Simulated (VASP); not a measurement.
## Zr: relaxation of volume and atoms at fixed shape with PBEsol

Crystal: Zr.

```
Zr
1.0
     3.23200    0.00000    0.00000
    -1.61600    2.79899    0.00000
     0.00000    0.00000    5.14700
Zr
2
Direct
  0.33333 0.66667 0.25000
  0.66667 0.33333 0.75000
```

```
Program                : VASP 6.6.1
Task                   : relaxation of volume and atoms at fixed shape
Functional             : PBEsol
Potentials or basis    : VASP PAW PBE potentials, release 64 (Zr_sv)
Cutoff                 : 600 eV
k mesh                 : 6 × 6 × 4
Occupations            : gaussian, width 0.05 eV
Spin                   : no spin polarisation
Dipole correction      : no
Further INCAR settings : ALGO = Normal; EDIFF = 1e-06; IBRION = 2; EDIFFG = -0.01; NSW = 80; ISIF = 8
```

The relaxed volume is 22.46 Å³/atom and the relaxed cell is a = 3.194 Å, b = 3.194 Å, c = 5.086 Å, α = 90.00°, β = 90.00°, γ = 120.00°. The space group after relaxing (to 0.05 Å) is P6_3/mmc (No. 194) and the energy gained by relaxing is 9.1 meV/atom. The ionic steps are 3. The pressure after relaxing is 0.0 GPa. The band gap on the k mesh is zero (band 12 reaches 10.13 eV, above the bottom of band 13 at 9.28 eV).

Stress tensor (GPa, compression positive):
```
-0.33  0.00  0.00
 0.00 -0.33  0.00
 0.00  0.00  0.60
```

Step by step:
```tsv
step	energy change (eV)	largest force (eV/Å)	pressure (GPa)	volume (Å³)
1	0.0000	0.0000	-3.45	46.56
2	0.0014	0.0000	3.92	43.27
3	-0.0183	0.0000	-0.02	44.92
```

Final structure:
```
CELL_PARAMETERS angstrom
3.19352 0.00000 0.00000
-1.59676 2.76567 0.00000
0.00000 0.00000 5.08572
ATOMIC_POSITIONS crystal
Zr 0.33333 0.66667 0.25000
Zr 0.66667 0.33333 0.75000
```

Levels at points of the mesh, in eV from the Fermi level:
```
           k point  band 9  band 10  band 11  band 12  band 13  band 14  band 15  band 16
(0.00, 0.00, 0.00)   -5.80    -3.21     0.80     0.80     0.96     1.26     1.53     1.53
(0.50, 0.00, 0.00)   -2.77    -2.64    -2.32    -0.19     0.45     0.75     1.46     5.06
(0.00, 0.00, 0.50)   -4.04    -4.04    -0.03    -0.03     0.70     0.70     0.70     0.70
(0.50, 0.00, 0.50)   -3.05    -3.05    -1.19    -1.19     1.70     1.70     2.21     2.21
```

It took 44 s on 1 thread of Intel(R) Xeon(R) Platinum 8259CL CPU @ 2.50GHz (Skylake/Cascade Lake), on a shared host, peak memory 0.19 GiB.

Caveat: the k points lie up to 0.38 Å⁻¹ apart in the final cell; the PAW data sets were made with another functional, which shifts forces and pressure a little.
